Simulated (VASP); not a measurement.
# As (I4_1/amd) in VASP: notebook, part 2 of 2

VASP 6.6.1. Earlier steps stand in the parts before.

### Step 4. Relaxation of shape and atoms at fixed volume, PBE

This run uses another cell than the first one, of 16.24 Å³/atom.

INCAR

```
PREC = Accurate
ENCUT = 600
EDIFF = 1E-6
ISMEAR = -1
SIGMA = 0.1
LREAL = False
LASPH = True
NELM = 80
ALGO = Normal
ISIF = 4
LWAVE = False
LCHARG = False
GGA = PE
IBRION = 2
NSW = 50
EDIFFG = -0.005
```

KPOINTS

```
Automatic mesh
0
Gamma
  17 17 17
```

POSCAR

```
As
1.0
   -2.4805112117      2.4805112117      1.3193777406
    2.4805112117     -2.4805112117      1.3193777406
    2.4805112117      2.4805112117     -1.3193777406
As
2
Direct
   -0.3750000000     -0.1250000000     -0.2500000000
    0.3750000000      0.1250000000      0.2500000000
```

Potentials or basis: VASP PAW PBE potentials, release 64 (As).

Run with:

```
> cat potpaw_PBE.64/As/POTCAR > POTCAR
> mpirun -np 1 vasp_std > vasp.out
```

OUTCAR:

```text
PREC = Accurate
   ENCUT = 600
   EDIFF = 1E-6
   ISMEAR = -1
   LREAL = False
   LASPH = True
   NELM = 80
   ISIF = 4
   GGA = PE
   IBRION = 2
   NSW = 50
   EDIFFG = -0.005

 ion  position               nearest neighbor table
   1  0.625  0.875  0.750-   2 2.57   2 2.57   2 2.57   2 2.57
   2  0.375  0.125  0.250-   1 2.57   1 2.57   1 2.57   1 2.57

  LATTYP: Found a body centered tetragonal cell.
 ALAT       =     4.9610224234
 C/A-ratio  =     0.5318975114

  Lattice vectors:

 A1 = (  -2.4805112117,   2.4805112117,   1.3193777406)
 A2 = (   2.4805112117,  -2.4805112117,   1.3193777406)
 A3 = (   2.4805112117,   2.4805112117,  -1.3193777406)

Analysis of symmetry for initial positions (statically):
=====================================================================
 Subroutine PRICEL returns:
 Original cell was already a primitive cell.

 Routine SETGRP: Setting up the symmetry group for a
 body centered tetragonal supercell.

 Subroutine GETGRP returns: Found 16 space group operations
 (whereof  4 operations were pure point group operations)
 out of a pool of 16 trial point group operations.

The static configuration has the point symmetry C_2h.
 The point group associated with its full space group is D_4h.

Analysis of symmetry for dynamics (positions and initial velocities):
=====================================================================
 Subroutine PRICEL returns:
 Original cell was already a primitive cell.

 Routine SETGRP: Setting up the symmetry group for a
 body centered tetragonal supercell.

 Subroutine GETGRP returns: Found 16 space group operations
 (whereof  4 operations were pure point group operations)
 out of a pool of 16 trial point group operations.

The dynamic configuration has the point symmetry C_2h.
 The point group associated with its full space group is D_4h.

 Subroutine INISYM returns: Found 16 space group operations
[... 134 lines left out ...]
   NGX = 15   NGY = 15   NGZ = 15

--------------------------------------- Ionic step        1  -------------------------------------------

 number of electron      10.0000000 magnetization

 number of electron       9.9999999 magnetization

 Free energy of the ion-electron system (eV)
  ---------------------------------------------------
  ext. energy  EPLUGINS =         0.00000000
  ---------------------------------------------------
  free energy    TOTEN  =        -8.29708840 eV

  energy without entropy =       -8.27213608  energy(sigma->0) =       -8.28461224

------------------------ aborting loop because EDIFF is reached ----------------------------------------

  FORCE on cell =-STRESS in cart. coord.  units (eV):
  Direction    XX          YY          ZZ          XY          YZ          ZX
  --------------------------------------------------------------------------------------
  -------------------------------------------------------------------------------------
  Total        5.9606422      5.9606422      5.5509601      0.0000000      0.0000000      0.0000000
  in kB      294.0980209    294.0980209    273.8843132      0.0000000      0.0000000      0.0000000
  external PRESSURE =     287.3601183 kB  Pullay stress =       0.0000000 kB
[... 59 lines left out ...]
--------------------------------------- Ionic step        3  -------------------------------------------

 number of electron       9.9999999 magnetization

 Free energy of the ion-electron system (eV)
  ---------------------------------------------------
  ext. energy  EPLUGINS =         0.00000000
  ---------------------------------------------------
  free energy    TOTEN  =        -8.29830672 eV

  energy without entropy =       -8.27333498  energy(sigma->0) =       -8.28582085

 E-fermi :   8.6422     XC(G=0): -11.3857

 val. band max:        8.6409505512   @ k =   0.4118   0.4118   0.0588
 cond. band min:       8.6422756344   @ k =   0.4706   0.2941   0.1176
 fundamental gap:      0.0013250832
 Fermi energy:         8.6421604828

 k-point     1 :       0.0000    0.0000    0.0000
  band No.  band energies     occupation
      1      -8.4208      2.00000
      2       0.6027      2.00000
      3       3.4765      2.00000
      4       3.4765      2.00000
      5      10.2095      0.00000
      6      13.7177      0.00000
      7      13.7177      0.00000
      8      15.0023      0.00000
      9      15.2896      0.00000
[... 265 lines left out ...]
 k-point    24 :      -0.1176    0.0588   -0.0000
  band No.  band energies     occupation
      1      -8.2479      2.00000
      2       0.0413      2.00000
      3       3.4698      2.00000
      4       4.1685      2.00000
      5      10.7525      0.00000
      6      12.5094      0.00000
      7      13.4714      0.00000
      8      14.3330      0.00000
      9      14.5569      0.00000

 [... further k-points ...]

------------------------ aborting loop because EDIFF is reached ----------------------------------------

  FORCE on cell =-STRESS in cart. coord.  units (eV):
  Direction    XX          YY          ZZ          XY          YZ          ZX
  --------------------------------------------------------------------------------------
  -------------------------------------------------------------------------------------
  Total        5.8134514      5.8134514      5.8142168      0.0000000      0.0000000      0.0000000
  in kB      286.8356309    286.8356309    286.8733959      0.0000000      0.0000000      0.0000000
  external PRESSURE =     286.8482192 kB  Pullay stress =       0.0000000 kB
[... 17 lines left out ...]
  FREE ENERGIE OF THE ION-ELECTRON SYSTEM (eV)
  ---------------------------------------------------
  free  energy   TOTEN  =        -8.2983067160 eV

  energy  without entropy=       -8.2733349836  energy(sigma->0) =       -8.28582085

 reached required accuracy - stopping structural energy minimisation
```

Run time: 1.8 min. Hardware: 1 thread of Intel Xeon Platinum 8559C (Emerald Rapids), shared host; peak memory 0.28 GiB.

What came out:

```yaml
Free_energy: -8.2983 eV
Energy_gained_by_relaxing: 0.6 meV/atom
Ionic_steps: 3
Pressure_after_relaxing: 28.7 GPa
Band_gap_on_the_k_mesh: zero (bands 5 and 6 overlap by 7.81 eV)
```

Step by step:
```
step  energy change (eV)  largest force (eV/Å)  pressure (GPa)  volume (Å³)
   1              0.0000                0.0000           28.74        32.47
   2             -0.0012                0.0000           28.68        32.47
   3             -0.0012                0.0000           28.68        32.47
```

Final structure:
```xyz
2
Lattice="-2.4879 2.4879 1.3115 2.4879 -2.4879 1.3115 2.4879 2.4879 -1.3115" Properties=species:S:1:pos:R:3 pbc="T T T"
As    2.4879    1.2440    0.9837
As    0.0000    1.2440    0.3279
```

### Step 5. The runs side by side

| task | cell | cutoff (eV) | gap on the mesh (eV) | pressure (GPa) |
| --- | --- | --- | --- | --- |
| single point | a = 4.037 Å, angles 97.1, 97.1, 138.8°, 2 atoms | 520 | none | 0.1 |
| relaxation of shape and atoms at fixed volume | relaxed from a = 3.585 Å, angles 97.1, 97.1, 138.8°, 2 atoms | 600 | none | 61.0 |
| relaxation of shape and atoms at fixed volume | relaxed from a = 3.748 Å, angles 97.1, 97.1, 138.8°, 2 atoms | 600 | none | 28.7 |

Alike in all rows: level PBE; potentials or basis VASP PAW PBE potentials, release 64 (As); no spin polarisation; k mesh 17 × 17 × 17; smearing fermi-dirac 0.1 eV.

Absolute energies hang on the potentials; compare differences alone.
